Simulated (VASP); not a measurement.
Crystal: Mg2BeS3.

```xyz
6
Lattice="4.8108 0.0000 0.0000 -2.4054 4.1663 0.0000 0.0000 0.0000 8.6433" Properties=species:S:1:pos:R:3 pbc="T T T"
Mg    0.0000    2.7775    4.3217
Mg    2.4054    1.3888    4.3217
Be    0.0000    0.0000    0.0000
S     0.0000    0.0000    1.8923
S     0.0000    0.0000    6.7510
S     0.0000    0.0000    4.3217
```

The cell was generated, and may not be a known phase.

- Program: VASP 6.6.1
- Task: relaxation of cell and atoms
- Functional: PBE
- Potentials or basis: VASP PAW PBE potentials, release 64 (Mg, Be, S)
- Cutoff: 600 eV
- k mesh: 6 × 6 × 2
- Occupations: gaussian, width 0.1 eV
- Spin: no spin polarisation

At the start: pressure -0.3 GPa; volume 28.87 Å³/atom.

Problem. How do energy, volume and symmetry change on relaxing?

Solution. Over 10 steps the energy falls by 27.9 meV/atom and the volume is 29.55 Å³/atom (+2.3 %); space group P6/mmm (No. 191, to 0.1 Å) before and after.

The path:
| step | energy change (eV) | largest force (eV/Å) | pressure (GPa) | volume (Å³) |
| --- | --- | --- | --- | --- |
| 1 | 0.0000 | 0.4723 | -0.28 | 173.24 |
| 2 | -0.1404 | 0.5291 | 1.19 | 171.76 |
| 3 | -0.1419 | 0.5533 | 0.94 | 171.95 |
| 4 | -0.1422 | 0.5462 | 1.02 | 171.89 |
| 5 | -0.1617 | 0.3526 | 0.15 | 176.18 |
| 6 | -0.1638 | 0.1409 | 0.35 | 175.13 |
| 7 | -0.1666 | 0.0426 | 0.02 | 176.81 |
| 8 | -0.1666 | 0.0353 | 0.00 | 176.94 |
| 9 | -0.1671 | 0.0502 | 0.05 | 177.40 |
| 10 | -0.1671 | 0.0331 | 0.03 | 177.31 |

Final structure:
```
Mg Be S
1.0
     4.95310    0.00000    0.00000
    -2.47655    4.28951    0.00000
     0.00000    0.00000    8.34532
Mg Be S
2 1 3
Direct
  0.33333 0.66667 0.50000
  0.66667 0.33333 0.50000
  0.00000 0.00000 0.00000
  0.00000 0.00000 0.22312
  0.00000 0.00000 0.77688
  0.00000 0.00000 0.50000
```

Caveat: the k points lie up to 0.38 Å⁻¹ apart in the final cell.
